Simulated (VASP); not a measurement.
# H29C8Cl3 in VASP: further runs

The runs below take H29C8Cl3 through single point, with r2SCAN+D3(BJ).

Program: VASP 6.6.1. These are calculated values, not measurements. Logs are shortened: lines on timing, memory, paths and dates and some standing lists are left out, and cuts for length are marked.

### 1 The cell of the first run

The cell holds a disordered packing, 40 atoms: a = 9.159 Å, b = 9.159 Å, c = 9.159 Å, α = 90.00°, β = 90.00°, γ = 90.00°.

### 2 Single point, r2SCAN+D3(BJ)

File POSCAR:

```
H29C8Cl3
1.0
    9.1589060000      0.0000000000      0.0000000000
    0.0000000000      9.1589060000      0.0000000000
    0.0000000000      0.0000000000      9.1589060000
C Cl H
8 3 29
Direct
    0.9242697763      0.9402105448      0.9044202441
    0.4501301793      0.5244403644      0.0907968703
    0.5063268473      0.9250122231      0.3453141674
    0.7725704358      0.5437112249      0.3844782335
    0.5056280739      0.8584540555      0.8969302666
    0.9200334625      0.1022611216      0.3998512486
    0.4459812122      0.2182356714      0.5891096600
    0.1375382606      0.5468011136      0.5350202306
    0.9793746109      1.0861231680      1.0169009268
    0.4286428969      0.3314697192      0.1135397612
    0.5572717964      0.8439326706      0.5105413245
    0.8082733899      0.9503318409      0.8778559361
    0.9842005148      0.9339215841      0.8050306445
    0.9400467698      0.8375563632      0.9638159841
    0.5420516380      0.5623269853      0.1522670939
    0.4777863208      0.5473470303     -0.0240967644
    0.3440913140      0.5669345225      0.1197522936
    0.3902103592      0.9370551461      0.3492884412
    0.5655260574      1.0322957786      0.3265346320
    0.5283272915      0.8528638682      0.2524537319
    0.7904219128      0.5976259610      0.4881587386
    0.7942760849      0.4273436151      0.4032796057
    0.8584103822      0.5829408010      0.3078424432
    0.6627429084      0.5692601278      0.3441895790
    0.5902014935      0.9009263770      0.9664691394
    0.4198863925      0.7974314836      0.9630953741
    0.5575447548      0.7779313381      0.8297606723
    0.4530672113      0.9431912501      0.8358967763
    0.9105781848      0.1600737031      0.2976338004
    0.9691332131      0.1655547071      0.4899930188
    0.9748653387      0.0001965300      0.3802528381
    0.8058713563      0.0720610082      0.4274309617
    0.3884634257      0.2498988416      0.4930829075
    0.5615517836      0.2475295630      0.5674913576
    0.4307173804      0.0986034795      0.6007049314
    0.4019257322      0.2747489711      0.6849071276
    0.1920316684      0.5334479904      0.6389300207
    0.1300701197      0.6604718948      0.5009222717
    0.0248064561      0.5116659129      0.5413856196
    0.1922937084      0.4900803655      0.4495405892
```

File INCAR.step1:

```
PREC = Accurate
ENCUT = 520
ISMEAR = -1
SIGMA = 0.02
LREAL = Auto
LASPH = True
NELM = 80
NBANDS = 67
GGA = PE
ALGO = Normal
EDIFF = 1E-4
LWAVE = True
LCHARG = False
```

File INCAR.step2:

```
PREC = Accurate
ENCUT = 520
EDIFF = 1E-7
ISMEAR = -1
SIGMA = 0.02
LREAL = Auto
LASPH = True
NELM = 80
ALGO = Normal
ISIF = 2
LWAVE = False
LCHARG = True
METAGGA = R2SCAN
LMIXTAU = True
IVDW = 12
VDW_S6 = 1.0
VDW_S8 = 0.78981345
VDW_A1 = 0.49484001
VDW_A2 = 5.73083694
LELF = True
LVHAR = True
NBANDS = 67
ISTART = 1
```

File KPOINTS:

```
regular mesh
0
Gamma
  1 1 1
```

Potentials or basis: VASP PAW PBE potentials, release 64 (C, Cl, H).

Command:

```bash
$ cat potpaw_PBE.64/C/POTCAR potpaw_PBE.64/Cl/POTCAR potpaw_PBE.64/H/POTCAR > POTCAR
$ cp INCAR.step1 INCAR
$ mpirun -np 1 vasp_gam > vasp.out
$ cp INCAR.step2 INCAR
$ mpirun -np 1 vasp_gam > vasp.out
```

OUTCAR:

```text
PREC = Accurate
   ENCUT = 520
   EDIFF = 1E-7
   ISMEAR = -1
   LREAL = Auto
   LASPH = True
   NELM = 80
   ISIF = 2
   METAGGA = R2SCAN
   IVDW = 12
   ISTART = 1
 IVDW          = 12

 ion  position               nearest neighbor table
   1  0.924  0.940  0.904-  13 1.06  12 1.09  14 1.10   9 1.76
   2  0.450  0.524  0.091-  15 1.07  17 1.08  16 1.10  10 1.79
   3  0.506  0.925  0.345-  18 1.07  20 1.10  19 1.14  11 1.75
   4  0.773  0.544  0.384-  21 1.08  24 1.10  22 1.10  23 1.11
   5  0.506  0.858  0.897-  28 1.07  27 1.07  25 1.08  26 1.14
   6  0.920  0.102  0.400-  31 1.08  29 1.08  30 1.10  32 1.11
   7  0.446  0.218  0.589-  33 1.07  36 1.10  35 1.11  34 1.11
   8  0.138  0.547  0.535-  40 1.07  37 1.08  39 1.08  38 1.09
   9  0.979  0.086  0.017-   1 1.76
  10  0.429  0.331  0.114-   2 1.79
  11  0.557  0.844  0.511-   3 1.75
  12  0.808  0.950  0.878-   1 1.09
  13  0.984  0.934  0.805-   1 1.06
  14  0.940  0.838  0.964-   1 1.10
[... 24 lines left out ...]
  39  0.025  0.512  0.541-   8 1.08
  40  0.192  0.490  0.450-   8 1.07

  LATTYP: Found a simple cubic cell.
 ALAT       =     9.1589060000

  Lattice vectors:

 A1 = (   9.1589060000,   0.0000000000,   0.0000000000)
 A2 = (   0.0000000000,   9.1589060000,   0.0000000000)
 A3 = (   0.0000000000,   0.0000000000,   9.1589060000)

Analysis of symmetry for initial positions (statically):
=====================================================================
 Subroutine PRICEL returns:
 Original cell was already a primitive cell.

 Routine SETGRP: Setting up the symmetry group for a
 simple cubic supercell.

 Subroutine GETGRP returns: Found  1 space group operations
 (whereof  1 operations were pure point group operations)
 out of a pool of 48 trial point group operations.

The static configuration has the point symmetry C_1 .

Analysis of symmetry for dynamics (positions and initial velocities):
=====================================================================
 Subroutine PRICEL returns:
 Original cell was already a primitive cell.

 Routine SETGRP: Setting up the symmetry group for a
 simple cubic supercell.

 Subroutine GETGRP returns: Found  1 space group operations
 (whereof  1 operations were pure point group operations)
 out of a pool of 48 trial point group operations.

The dynamic configuration has the point symmetry C_1 .

 Subroutine INISYM returns: Found  1 space group operations
 (whereof  1 operations are pure point group operations),
 and found     1 'primitive' translations

----------------------------------------------------------------------------------------

                                     Primitive cell

  volume of cell :     768.3000

  direct lattice vectors                    reciprocal lattice vectors
     9.158906000  0.000000000  0.000000000     0.109183346  0.000000000  0.000000000
     0.000000000  9.158906000  0.000000000     0.000000000  0.109183346  0.000000000
     0.000000000  0.000000000  9.158906000     0.000000000  0.000000000  0.109183346

  length of vectors
     9.158906000  9.158906000  9.158906000     0.109183346  0.109183346  0.109183346

  position of ions in fractional coordinates (direct lattice)
     0.924269776  0.940210545  0.904420244
     0.450130179  0.524440364  0.090796870
     0.506326847  0.925012223  0.345314167
     0.772570436  0.543711225  0.384478233
     0.505628074  0.858454055  0.896930267
     0.920033463  0.102261122  0.399851249
[... 32 lines left out ...]
     0.024806456  0.511665913  0.541385620
     0.192293708  0.490080365  0.449540589

  ion indices of the primitive-cell ions
   primitive index   ion index
                 1           1
                 2           2
                 3           3
                 4           4
                 5           5
                 6           6
[... 32 lines left out ...]
                39          39
                40          40

----------------------------------------------------------------------------------------

 KPOINTS: regular mesh

Automatic generation of k-mesh.
 Grid dimensions read from file:
 generate k-points for:    1    1    1

 Generating k-lattice:

  Cartesian coordinates                     Fractional coordinates (reciprocal lattice)
     0.109183346  0.000000000  0.000000000     1.000000000  0.000000000  0.000000000
     0.000000000  0.109183346  0.000000000     0.000000000  1.000000000  0.000000000
     0.000000000  0.000000000  0.109183346     0.000000000  0.000000000  1.000000000

  Length of vectors
     0.109183346  0.109183346  0.109183346

  Shift w.r.t. Gamma in fractional coordinates (k-lattice)
     0.000000000  0.000000000  0.000000000

 Subroutine IBZKPT returns following result:
 ===========================================

 Found      1 irreducible k-points:

 Following reciprocal coordinates:
            Coordinates               Weight
  0.000000  0.000000  0.000000      1.000000
   k-points           NKPTS =      1   k-points in BZ     NKDIM =      1   number of bands    NBANDS=     67
   number of dos      NEDOS =    301   number of ions     NIONS =     40
   total plane-waves  NPLWV = 343000
   dimension x,y,z NGX =    70 NGY =   70 NGZ =   70
   dimension x,y,z NGXF=   140 NGYF=  140 NGZF=  140
   ions per type =               8   3  29
   NGX,Y,Z   is equivalent  to a cutoff of  12.71, 12.71, 12.71 a.u.
   NGXF,Y,Z  is equivalent  to a cutoff of  25.41, 25.41, 25.41 a.u.
 SYSTEM =  unknown system
   PREC   = accura    normal or accurate (medium, high low for compatibility)
   ISTART =      1    job   : 0-new  1-cont  2-samecut
   ICHARG =      0    charge: 1-file 2-atom 10-const
   ISPIN  =      1    spin polarized calculation?
   LNONCOLLINEAR =      F non collinear calculations
   LSORBIT =      F    spin-orbit coupling
   LASPH  =      T    aspherical Exc in radial PAW
   ENCUT  =  520.0 eV  38.22 Ry    6.18 a.u.  17.03 17.03 17.03*2*pi/ulx,y,z
   NELM   =     80;   NELMIN=  2; NELMDL=  0     # of ELM steps
   EDIFF  = 0.1E-06   stopping-criterion for ELM
   LREAL  =      T    real-space projection
   EDIFFG = 0.1E-05   stopping-criterion for IOM
   NSW    =      0    number of steps for IOM
   IBRION =     -1    ionic relax: 0-MD 1-quasi-New 2-CG
   NFREE  =      0    steps in history (QN), initial steepest desc. (CG)
   ISIF   =      2    stress and relaxation
   ISYM   =      2    0-nonsym 1-usesym 2-fastsym
   POTIM  = 0.5000    time-step for ionic-motion
   TEBEG  =    0.0;   TEEND  =   0.0 temperature during run
   PSTRESS=    0.0 pullay stress
   NELECT =      82.0000    total number of electrons
   NUPDOWN=      -1.0000    fix difference up-down
   EMIN   =  10.00;   EMAX   =-10.00  energy-range for DOS
   EFERMI =   0.00;   METHOD = LEGACY
   ISMEAR =    -1;   SIGMA  =   0.02  broadening in eV -4-tet -1-fermi 0-gaus
   EFERMI_NEDOS =   21; number of points for ismear=-14 and -15
   IALGO  =     38    algorithm
   IMIX   =      4    mixing-type and parameters
     AMIX     =   0.40;   BMIX     =  1.00
     AMIX_MAG =   1.60;   BMIX_MAG =  1.00
  volume/ion in A,a.u.               =      19.21       129.62
  Fermi-wavevector in a.u.,A,eV,Ry     =   0.776550  1.467466  8.204711  0.603029
  Thomas-Fermi vector in A             =   1.879051
   LORBIT       =      0    0 simple, 1 ext, 2 COOP (PROOUT), +10 PAW based schemes
   METAGGA = R2SCAN    functional components
   LHFCALC =     F    Hartree Fock is set to
   AEXX    =    0.0000 exact exchange contribution
   IVDW    =    12    specifies the selected vdW correction
   LEPSILON=     F    determine dielectric tensor
   LRPA    =     F    only Hartree local field effects (RPA)
 non-spin polarized calculation
  energy-cutoff  :      520.00
  volume of cell :      768.30
 maximum number of plane-waves:     10360
 NGX is ok and might be reduce to    70
   NGX = 35   NGY = 35   NGZ = 35

 number of electron      81.9999999 magnetization

 Free energy of the ion-electron system (eV)
  ---------------------------------------------------
  ext. energy  EPLUGINS =         0.00000000
  ---------------------------------------------------
  free energy    TOTEN  =      -207.37937329 eV

  energy without entropy =     -207.37937329  energy(sigma->0) =     -207.37937329

 E-fermi :  -4.8572     XC(G=0):  -4.6266

 val. band max:       -5.3512761449   @ k =   0.0000   0.0000   0.0000
 cond. band min:       0.9349699844   @ k =   0.0000   0.0000   0.0000
 fundamental gap:      6.2862461293
 Fermi energy:        -4.8572214259

 k-point     1 :       0.0000    0.0000    0.0000
  band No.  band energies     occupation
      1     -20.5879      2.00000
      2     -20.4363      2.00000
      3     -20.3352      2.00000
      4     -16.3385      2.00000
      5     -16.1374      2.00000
      6     -15.9371      2.00000
[... 45 lines left out ...]
     52       3.5335      0.00000
     53       3.5918      0.00000
 [bands above 53 left out]

------------------------ aborting loop because EDIFF is reached ----------------------------------------

 Edisp (eV)   -0.48766

 E8    (eV) :    -0.0815

  FORCE on cell =-STRESS in cart. coord.  units (eV):
  Direction    XX          YY          ZZ          XY          YZ          ZX
  --------------------------------------------------------------------------------------
  -------------------------------------------------------------------------------------
  Total      -1.81024    -0.91243     1.32559    -3.28751     1.44402     1.43483
  in kB      -3.77500    -1.90274     2.76432    -6.85563     3.01130     2.99213
  external pressure =       -0.97 kB  Pullay stress =        0.00 kB

 VOLUME and BASIS-vectors are now :
 -----------------------------------------------------------------------------
  energy-cutoff  :      520.00
  volume of cell :      768.30
      direct lattice vectors                 reciprocal lattice vectors
     9.158906000  0.000000000  0.000000000     0.109183346  0.000000000  0.000000000
     0.000000000  9.158906000  0.000000000     0.000000000  0.109183346  0.000000000
     0.000000000  0.000000000  9.158906000     0.000000000  0.000000000  0.109183346

 POSITION                                       TOTAL-FORCE (eV/Angst)
 -----------------------------------------------------------------------------------
      8.46530      8.61130      8.28350        -0.911888     -0.824705      0.511049
      4.12270      4.80330      0.83160        -0.093142     -0.600147     -1.217291
      4.63740      8.47210      3.16270         0.708165      0.907570     -1.097844
      7.07590      4.97980      3.52140         0.856124     -0.043857     -0.352956
      4.63100      7.86250      8.21490        -1.105464     -1.214302      1.248876
      8.42650      0.93660      3.66220        -1.223155     -0.098318      0.585107
[... 32 lines left out ...]
      0.22720      4.68630      4.95850        -0.074059     -0.395804      0.139652
      1.76120      4.48860      4.11730         0.440677     -0.632760     -0.478706
 -----------------------------------------------------------------------------------
    total drift:                                0.001845      0.005677      0.014634

  FREE ENERGIE OF THE ION-ELECTRON SYSTEM (eV)
  ---------------------------------------------------
  free  energy   TOTEN  =      -207.8670298576 eV

  energy  without entropy=     -207.8670298576  energy(sigma->0) =     -207.86702986
```

Run time: 9.4 min. Hardware: 1 thread of AMD EPYC 7R43 (Zen 3), shared host; peak memory 0.73 GiB.

What came out:

* Free energy: -207.8670 eV
* Pressure: -0.1 GPa
* Largest force: 2.063 eV/Å
* Band gap on the k mesh: 6.29 eV
* Dispersion energy per atom: -0.012 eV

Forces in eV/Å, atoms in the order of the input:
```
C   -0.912 -0.825  0.511
C   -0.093 -0.600 -1.217
C    0.708  0.908 -1.098
C    0.856 -0.044 -0.353
C   -1.105 -1.214  1.249
C   -1.223 -0.098  0.585
C    0.573 -0.553  0.298
C   -0.704  0.721 -0.012
Cl   0.139  0.124 -0.146
Cl   0.271 -0.013  0.003
Cl   0.343 -0.241  0.368
H    0.207  0.161  0.101
H    0.647  0.302 -0.646
H   -0.009  0.220 -0.008
H    0.122  0.161  0.731
H   -0.420 -0.249  0.321
H    0.090  0.581  0.153
H   -0.602  0.504  0.000
H   -0.764 -1.147  0.384
H    0.282 -0.045  0.258
H   -0.120  0.273  0.142
H   -0.454  0.141 -0.269
H   -0.630 -0.121  0.324
H    0.347 -0.315  0.158
H    0.069  0.362  0.518
H    0.959  0.873 -0.554
H    0.129 -0.306 -0.727
H   -0.104  0.371 -0.407
H    0.354  0.429 -0.108
H   -0.162 -0.245 -0.559
H    0.493 -0.265  0.019
H    0.533  0.213  0.219
H   -0.661  0.378 -0.638
H   -0.497 -0.328  0.468
H    0.340  0.686  0.108
H    0.211 -0.076 -0.209
H    0.133  0.081  0.103
H    0.290  0.225  0.270
H   -0.074 -0.396  0.140
H    0.441 -0.633 -0.479
```

Caveat: the k points lie up to 0.69 Å⁻¹ apart; the PAW data sets were made with another functional, which shifts forces and pressure a little.

(Continued in part 2 of 2.)
